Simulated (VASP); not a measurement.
# Pd (Fm-3m) in VASP: further runs

Pd is run at these levels: PBE; tasks: single point.

All numbers are computed with VASP 6.6.1; they aren't measurements. Logs are shortened: lines on timing, memory, paths and dates and some standing lists are left out, and cuts for length are marked.

## 1. The cell of the first run

The structure is cubic, space group Fm-3m (No. 225). Conventional cell: a = 3.991 Å, b = 3.991 Å, c = 3.991 Å, α = 90.00°, β = 90.00°, γ = 90.00°. Within 3.7 Å of Pd (site symmetry m-3m) lie 12 Pd at 2.82 Å.

## 2. Single point, PBE

Contents of INCAR:

```
SYSTEM = Pd
ALGO     = Normal         ! electronic algorithm
EDIFF    = 1E-6           ! SCF threshold, eV
ENCUT    = 500            ! plane-wave cutoff, eV
GGA      = PE             ! functional
GGA_COMPAT= .False.      
ISIF     = 2              ! what is computed and relaxed
ISMEAR   = -1             ! smearing method
LASPH    = .True.         ! aspherical terms in the spheres
LCHARG   = .False.        ! write CHGCAR
LREAL    = .False.        ! projectors in reciprocal space
LWAVE    = .False.        ! write WAVECAR
NBANDS   = 11             ! bands
NELM     = 120            ! most SCF steps
PREC     = Accurate       ! precision mode
SIGMA    = 0.1            ! smearing width, eV
```

Contents of KPOINTS:

```
k-points
0
Gamma
  4 4 4
  0 0 0
```

Contents of POSCAR:

```
Pd
1.0
    0.0000000000      1.9955419298      1.9955419298
    1.9955419298      0.0000000000      1.9955419298
    1.9955419298      1.9955419298      0.0000000000
Pd
1
Direct
    0.0000000000      0.0000000000      0.0000000000
```

Potentials or basis: VASP PAW PBE potentials, release 64 (Pd).

The run is started by

```bash
cat potpaw_PBE.64/Pd/POTCAR > POTCAR
mpirun -np 1 vasp_std > vasp.out
```

OUTCAR:

```text
SYSTEM = Pd
   EDIFF = 1E-6
   ENCUT = 500
   GGA = PE
   ISIF = 2
   ISMEAR = -1
   LASPH = .True.
   LREAL = .False.
   NELM = 120
   PREC = Accurate

 ion  position               nearest neighbor table
   1  0.000  0.000  0.000-

  LATTYP: Found a face centered cubic cell.
 ALAT       =     3.9910838596

  Lattice vectors:

 A1 = (   0.0000000000,   1.9955419298,   1.9955419298)
 A2 = (   1.9955419298,   0.0000000000,   1.9955419298)
 A3 = (   1.9955419298,   1.9955419298,   0.0000000000)

Analysis of symmetry for initial positions (statically):
=====================================================================
 Subroutine PRICEL returns:
 Original cell was already a primitive cell.

 Routine SETGRP: Setting up the symmetry group for a
 face centered cubic supercell.

 Subroutine GETGRP returns: Found 48 space group operations
 (whereof 48 operations were pure point group operations)
 out of a pool of 48 trial point group operations.

The static configuration has the point symmetry O_h .

Analysis of symmetry for dynamics (positions and initial velocities):
=====================================================================
 Subroutine PRICEL returns:
 Original cell was already a primitive cell.

 Routine SETGRP: Setting up the symmetry group for a
 face centered cubic supercell.

 Subroutine GETGRP returns: Found 48 space group operations
 (whereof 48 operations were pure point group operations)
 out of a pool of 48 trial point group operations.

The dynamic configuration has the point symmetry O_h .

 Subroutine INISYM returns: Found 48 space group operations
 (whereof 48 operations are pure point group operations),
 and found     1 'primitive' translations

----------------------------------------------------------------------------------------

                                     Primitive cell

  volume of cell :      15.8932

  direct lattice vectors                    reciprocal lattice vectors
     0.000000000  1.995541930  1.995541930    -0.250558504  0.250558504  0.250558504
     1.995541930  0.000000000  1.995541930     0.250558504 -0.250558504  0.250558504
     1.995541930  1.995541930  0.000000000     0.250558504  0.250558504 -0.250558504

  length of vectors
     2.822122461  2.822122461  2.822122461     0.433980059  0.433980059  0.433980059

[... 62 lines left out ...]
   LREAL  =      F    real-space projection
   EDIFFG = 0.1E-04   stopping-criterion for IOM
   NSW    =      0    number of steps for IOM
   IBRION =     -1    ionic relax: 0-MD 1-quasi-New 2-CG
   NFREE  =      0    steps in history (QN), initial steepest desc. (CG)
   ISIF   =      2    stress and relaxation
   ISYM   =      2    0-nonsym 1-usesym 2-fastsym
   POTIM  = 0.5000    time-step for ionic-motion
   TEBEG  =    0.0;   TEEND  =   0.0 temperature during run
   PSTRESS=    0.0 pullay stress
   NELECT =      10.0000    total number of electrons
   NUPDOWN=      -1.0000    fix difference up-down
   EMIN   =  10.00;   EMAX   =-10.00  energy-range for DOS
   EFERMI =   0.00;   METHOD = LEGACY
   ISMEAR =    -1;   SIGMA  =   0.10  broadening in eV -4-tet -1-fermi 0-gaus
   EFERMI_NEDOS =   21; number of points for ismear=-14 and -15
   IALGO  =     38    algorithm
   IMIX   =      4    mixing-type and parameters
     AMIX     =   0.40;   BMIX     =  1.00
     AMIX_MAG =   1.60;   BMIX_MAG =  1.00
  volume/ion in A,a.u.               =      15.89       107.25
  Fermi-wavevector in a.u.,A,eV,Ry     =   1.402827  2.650958 26.775209  1.967922
  Thomas-Fermi vector in A             =   2.525549
   LORBIT       =      0    0 simple, 1 ext, 2 COOP (PROOUT), +10 PAW based schemes
   GGA     = PE    functional components
   LHFCALC =     F    Hartree Fock is set to
   AEXX    =    0.0000 exact exchange contribution
   IVDW    =     0    specifies the selected vdW correction
   LEPSILON=     F    determine dielectric tensor
   LRPA    =     F    only Hartree local field effects (RPA)
 non-spin polarized calculation
  energy-cutoff  :      500.00
  volume of cell :       15.89
 maximum number of plane-waves:       415
 NGX is ok and might be reduce to    24
   NGX = 11   NGY = 11   NGZ = 11

 number of electron      10.0000001 magnetization

 Free energy of the ion-electron system (eV)
  ---------------------------------------------------
  ext. energy  EPLUGINS =         0.00000000
  ---------------------------------------------------
  free energy    TOTEN  =        -5.39833204 eV

  energy without entropy =       -5.32238409  energy(sigma->0) =       -5.36035807

 E-fermi :   8.8100     XC(G=0): -12.7081

 val. band max:        8.6889902411   @ k =   0.5000   0.2500   0.0000
 cond. band min:       8.8874906116   @ k =   0.5000   0.5000   0.0000
 fundamental gap:      0.1985003704
 Fermi energy:         8.8099510961

 k-point     1 :       0.0000    0.0000    0.0000
  band No.  band energies     occupation
      1       2.0022      2.00000
      2       6.1124      2.00000
      3       6.1124      2.00000
      4       6.1124      2.00000
      5       7.5449      1.99999
      6       7.5449      1.99999
      7      25.7073      0.00000
      8      30.0604      0.00000
      9      30.0604      0.00000
     10      30.0604      0.00000
     11      34.8876      0.00000
[... 85 lines left out ...]
 k-point     8 :      -0.2500    0.5000    0.2500
  band No.  band energies     occupation
      1       4.7924      2.00000
      2       5.6261      2.00000
      3       5.6261      2.00000
      4       7.4715      2.00000
      5       8.8893      0.62300
      6      17.0924      0.00000
      7      17.0924      0.00000
      8      18.3820      0.00000
      9      19.6558      0.00000
     10      33.5916      0.00000
     11      33.5916      0.00000

------------------------ aborting loop because EDIFF is reached ----------------------------------------

  FORCE on cell =-STRESS in cart. coord.  units (eV):
  Direction    XX          YY          ZZ          XY          YZ          ZX
  --------------------------------------------------------------------------------------
  -------------------------------------------------------------------------------------
  Total       -0.5786336     -0.5786336     -0.5786336      0.0000000      0.0000000     -0.0000000
  in kB      -58.3312969    -58.3312969    -58.3312969      0.0000000      0.0000000     -0.0000000
  external PRESSURE =     -58.3312969 kB  Pullay stress =       0.0000000 kB

 VOLUME and BASIS-vectors are now :
 -----------------------------------------------------------------------------
  energy-cutoff  :      500.00
  volume of cell :       15.89
      direct lattice vectors                 reciprocal lattice vectors
     0.000000000  1.995541930  1.995541930    -0.250558504  0.250558504  0.250558504
     1.995541930  0.000000000  1.995541930     0.250558504 -0.250558504  0.250558504
     1.995541930  1.995541930  0.000000000     0.250558504  0.250558504 -0.250558504

 POSITION                                       TOTAL-FORCE (eV/Angst)
 -----------------------------------------------------------------------------------
      0.00000      0.00000      0.00000         0.000000     -0.000000      0.000000
 -----------------------------------------------------------------------------------
    total drift:                               -0.000000     -0.000000     -0.000000

  FREE ENERGIE OF THE ION-ELECTRON SYSTEM (eV)
  ---------------------------------------------------
  free  energy   TOTEN  =        -5.3983320436 eV

  energy  without entropy=       -5.3223840877  energy(sigma->0) =       -5.36035807
```

Run time: 3.9 s. Hardware: 1 thread of AMD EPYC 7R13 (Zen 3), shared host; peak memory 0.1 GiB.

What came out:

| Item | Value |
| --- | --- |
| Free energy | -5.3983 eV |
| Pressure | -5.8 GPa |
| Band gap on the k mesh | zero (band 5 reaches 8.89 eV, above the bottom of band 6 at 7.54 eV) |

Caveat: the k points lie up to 0.68 Å⁻¹ apart.

## 3. Single point, PBE

This run uses another cell than the first one, of 13.54 Å³/atom, 0.852 times its volume.

Contents of INCAR:

```
SYSTEM = Pd
ALGO     = Normal         ! electronic algorithm
EDIFF    = 1E-6           ! SCF threshold, eV
ENCUT    = 500            ! plane-wave cutoff, eV
GGA      = PE             ! functional
GGA_COMPAT= .FALSE.      
ISIF     = 2              ! what is computed and relaxed
ISMEAR   = -1             ! smearing method
LASPH    = .TRUE.         ! aspherical terms in the spheres
LCHARG   = .TRUE.         ! write CHGCAR
LELF     = .TRUE.         ! ELF
LREAL    = .FALSE.        ! projectors in reciprocal space
LVHAR    = .TRUE.       
LWAVE    = .FALSE.        ! write WAVECAR
NBANDS   = 11             ! bands
NELM     = 120            ! most SCF steps
PREC     = Accurate       ! precision mode
SIGMA    = 0.1            ! smearing width, eV
```

Contents of KPOINTS:

```
k-points
0
G
  4 4 4
  0 0 0
```

Contents of POSCAR:

```
Pd
1.0
    0.0000000000      1.8916852670      1.8916852670
    1.8916852670      0.0000000000      1.8916852670
    1.8916852670      1.8916852670      0.0000000000
Pd
1
Direct
    0.0000000000      0.0000000000      0.0000000000
```

Potentials or basis: VASP PAW PBE potentials, release 64 (Pd).

The run is started by

```bash
cat potpaw_PBE.64/Pd/POTCAR > POTCAR
mpirun -np 1 vasp_std > vasp.out
```

OUTCAR:

```text
SYSTEM = Pd
   EDIFF = 1E-6
   ENCUT = 500
   GGA = PE
   ISIF = 2
   ISMEAR = -1
   LASPH = .TRUE.
   LREAL = .FALSE.
   NELM = 120
   PREC = Accurate

 ion  position               nearest neighbor table
   1  0.000  0.000  0.000-

  LATTYP: Found a face centered cubic cell.
 ALAT       =     3.7833705340

  Lattice vectors:

 A1 = (   0.0000000000,   1.8916852670,   1.8916852670)
 A2 = (   1.8916852670,   0.0000000000,   1.8916852670)
[... 273 lines left out ...]
      9      23.6615      0.00000
     10      37.9656      0.00000
     11      37.9783      0.00000

------------------------ aborting loop because EDIFF is reached ----------------------------------------

  FORCE on cell =-STRESS in cart. coord.  units (eV):
  Direction    XX          YY          ZZ          XY          YZ          ZX
  --------------------------------------------------------------------------------------
  -------------------------------------------------------------------------------------
  Total        2.4602155      2.4602155      2.4602155     -0.0000000     -0.0000000     -0.0000000
  in kB      291.1434919    291.1434919    291.1434919     -0.0000000     -0.0000000     -0.0000000
  external PRESSURE =     291.1434919 kB  Pullay stress =       0.0000000 kB

 VOLUME and BASIS-vectors are now :
 -----------------------------------------------------------------------------
  energy-cutoff  :      500.00
  volume of cell :       13.54
      direct lattice vectors                 reciprocal lattice vectors
     0.000000000  1.891685267  1.891685267    -0.264314582  0.264314582  0.264314582
     1.891685267  0.000000000  1.891685267     0.264314582 -0.264314582  0.264314582
     1.891685267  1.891685267  0.000000000     0.264314582  0.264314582 -0.264314582

 POSITION                                       TOTAL-FORCE (eV/Angst)
 -----------------------------------------------------------------------------------
      0.00000      0.00000      0.00000        -0.000000      0.000000     -0.000000
 -----------------------------------------------------------------------------------
    total drift:                               -0.000000     -0.000000     -0.000000

  FREE ENERGIE OF THE ION-ELECTRON SYSTEM (eV)
  ---------------------------------------------------
  free  energy   TOTEN  =        -5.2681366481 eV

  energy  without entropy=       -5.2009904194  energy(sigma->0) =       -5.23456353
```

OSZICAR:

```text
N       E                     dE             d eps       ncg     rms          rms(c)
DAV:   1     0.446118486576E+02    0.44612E+02   -0.47171E+03   176   0.818E+02
DAV:   2    -0.514316140622E+01   -0.49755E+02   -0.48549E+02   203   0.194E+02
DAV:   3    -0.553487783340E+01   -0.39172E+00   -0.39098E+00   231   0.197E+01
DAV:   4    -0.553642734167E+01   -0.15495E-02   -0.15494E-02   215   0.118E+00
DAV:   5    -0.553644256401E+01   -0.15222E-04   -0.15222E-04   234   0.116E-01    0.997E+00
DAV:   6    -0.528473667538E+01    0.25171E+00   -0.97160E-01   209   0.835E+00    0.521E+00
DAV:   7    -0.527299285830E+01    0.11744E-01   -0.51955E-03   217   0.713E-01    0.285E+00
DAV:   8    -0.526814825118E+01    0.48446E-02   -0.11221E-03   218   0.257E-01    0.382E-02
DAV:   9    -0.526813470962E+01    0.13542E-04   -0.18572E-04   253   0.118E-01    0.127E-02
DAV:  10    -0.526813713935E+01   -0.24297E-05   -0.18542E-06   224   0.130E-02    0.636E-03
DAV:  11    -0.526813664815E+01    0.49120E-06   -0.30310E-06   170   0.155E-02
   1 F= -.52681366E+01 E0= -.52345635E+01  d E =-.671462E-01
```

Run time: 3 s. Hardware: 1 thread of AMD EPYC 7R13 (Zen 3), shared host; peak memory 0.09 GiB.

Results:

- Free energy: -5.2681 eV
- Pressure: 29.1 GPa
- Band gap on the k mesh: zero (band 5 reaches 11.76 eV, above the bottom of band 6 at 10.00 eV)

Caveat: the k points lie up to 0.72 Å⁻¹ apart.
